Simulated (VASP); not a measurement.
# Ir (Fm-3m) in VASP: further runs, part 2 of 2

VASP 6.6.1. The steps go on from the part before.

## Step 3: Relaxation of cell and atoms, PBE

This run uses another cell than the first one, of 14.31 Å³/atom, 0.982 times its volume.

Input file INCAR:

```
PREC = Accurate
ENCUT = 600
EDIFF = 1E-6
ISMEAR = 0
SIGMA = 0.1
LREAL = F
LASPH = T
NELM = 60
ALGO = Normal
ISIF = 3
LWAVE = F
LCHARG = F
GGA = PE
IBRION = 2
NSW = 90
EDIFFG = -0.04
```

Input file KPOINTS:

```
Automatic mesh
0
Gamma
  8 8 8
```

Input file POSCAR:

```
Ir
1.0
    0.0000000000      1.9269646676      1.9269646676
    1.9269646676      0.0000000000      1.9269646676
    1.9269646676      1.9269646676      0.0000000000
Ir
1
Direct
    0.0000000000      0.0000000000      0.0000000000
```

Potentials or basis: VASP PAW PBE potentials, release 64 (Ir).

Run with:

```
$ cat potpaw_PBE.64/Ir/POTCAR > POTCAR
$ mpirun -np 1 vasp_std > vasp.out
```

OUTCAR:

```text
PREC = Accurate
   ENCUT = 600
   EDIFF = 1E-6
   ISMEAR = 0
   LREAL = F
   LASPH = T
   NELM = 60
   ISIF = 3
   GGA = PE
   IBRION = 2
   NSW = 90
   EDIFFG = -0.04

 ion  position               nearest neighbor table
   1  0.000  0.000  0.000-

  LATTYP: Found a face centered cubic cell.
 ALAT       =     3.8539293352

  Lattice vectors:

 A1 = (   0.0000000000,   1.9269646676,   1.9269646676)
 A2 = (   1.9269646676,   0.0000000000,   1.9269646676)
 A3 = (   1.9269646676,   1.9269646676,   0.0000000000)

Analysis of symmetry for initial positions (statically):
=====================================================================
 Subroutine PRICEL returns:
 Original cell was already a primitive cell.

 Routine SETGRP: Setting up the symmetry group for a
 face centered cubic supercell.

 Subroutine GETGRP returns: Found 48 space group operations
 (whereof 48 operations were pure point group operations)
 out of a pool of 48 trial point group operations.

The static configuration has the point symmetry O_h .

Analysis of symmetry for dynamics (positions and initial velocities):
=====================================================================
 Subroutine PRICEL returns:
 Original cell was already a primitive cell.

 Routine SETGRP: Setting up the symmetry group for a
 face centered cubic supercell.

[... 138 lines left out ...]
 maximum number of plane-waves:       531
 NGX is ok and might be reduce to    24
   NGX = 11   NGY = 11   NGZ = 11

--------------------------------------- Ionic step        1  -------------------------------------------

 number of electron       9.0000000 magnetization

 Free energy of the ion-electron system (eV)
  ---------------------------------------------------
  ext. energy  EPLUGINS =         0.00000000
  ---------------------------------------------------
  free energy    TOTEN  =        -8.77688023 eV

  energy without entropy =       -8.76818603  energy(sigma->0) =       -8.77253313

 E-fermi :  10.2617     XC(G=0): -13.9188

 val. band max:       10.2171936981   @ k =  -0.3750   0.1250   0.0000
 cond. band min:      10.2827731505   @ k =  -0.3750   0.2500   0.0000
 fundamental gap:      0.0655794524
 Fermi energy:        10.2617134244

 k-point     1 :       0.0000    0.0000    0.0000
  band No.  band energies     occupation
      1      -0.7881      2.00000
      2       6.3899      2.00000
      3       6.3899      2.00000
      4       6.3899      2.00000
      5       9.0412      2.00000
      6       9.0412      2.00000
      7      24.5403      0.00000
      8      30.0807      0.00000
[... 322 lines left out ...]
--------------------------------------- Ionic step        3  -------------------------------------------

 number of electron       9.0000000 magnetization

 Free energy of the ion-electron system (eV)
  ---------------------------------------------------
  ext. energy  EPLUGINS =         0.00000000
  ---------------------------------------------------
  free energy    TOTEN  =        -8.78231770 eV

  energy without entropy =       -8.77339386  energy(sigma->0) =       -8.77785578

 E-fermi :   9.9350     XC(G=0): -13.8062

 val. band max:        9.8912623892   @ k =  -0.3750   0.1250   0.0000
 cond. band min:       9.9547709710   @ k =  -0.3750   0.2500   0.0000
 fundamental gap:      0.0635085818
 Fermi energy:         9.9350015900

 k-point     1 :       0.0000    0.0000    0.0000
  band No.  band energies     occupation
      1      -0.9089      2.00000
      2       6.1759      2.00000
      3       6.1759      2.00000
      4       6.1759      2.00000
      5       8.7476      2.00000
      6       8.7476      2.00000
      7      24.2521      0.00000
      8      29.6793      0.00000
[... 281 lines left out ...]
  FREE ENERGIE OF THE ION-ELECTRON SYSTEM (eV)
  ---------------------------------------------------
  free  energy   TOTEN  =        -8.7823177005 eV

  energy  without entropy=       -8.7733938628  energy(sigma->0) =       -8.77785578

 reached required accuracy - stopping structural energy minimisation
```

Run time: 22 s. Hardware: 1 thread of AMD EPYC 7R13, shared host; peak memory 0.13 GiB.

Results:

```
Free energy                            : -8.7823 eV
Relaxed volume                         : 14.58 Å³/atom
Relaxed cell                           : a = 2.742 Å, b = 2.742 Å, c = 2.742 Å, α = 60.00°, β = 60.00°, γ = 60.00°
Space group after relaxing (to 0.05 Å) : Fm-3m (No. 225)
Energy gained by relaxing              : 5.4 meV/atom
Ionic steps                            : 3
Pressure after relaxing                : -0.2 GPa
```

Step by step:
| step | energy change (eV) | largest force (eV/Å) | pressure (GPa) | volume (Å³) |
| --- | --- | --- | --- | --- |
| 1 | 0.0000 | 0.0000 | 6.70 | 14.31 |
| 2 | 0.0604 | 0.0000 | -19.48 | 15.59 |
| 3 | -0.0054 | 0.0000 | -0.17 | 14.58 |

Final structure:
```xyz
1
Lattice="0.0000 1.9392 1.9392 1.9392 0.0000 1.9392 1.9392 1.9392 0.0000" Properties=species:S:1:pos:R:3 pbc="T T T"
Ir    0.0000    0.0000    0.0000
```

Levels at points of the mesh, in eV from the Fermi level:
```
           k point  band 2  band 3  band 4  band 5  band 6  band 7
(0.00, 0.00, 0.00)   -3.76   -3.76   -3.76   -1.19   -1.19   14.32
(0.50, 0.00, 0.00)   -3.85   -3.85   -0.73    0.80    0.80    6.91
(0.50, 0.50, 0.00)   -7.07    0.77    1.34    1.34    1.65   10.06
```

Caveat: spin-orbit coupling is left out, which moves the levels of the heavy elements.
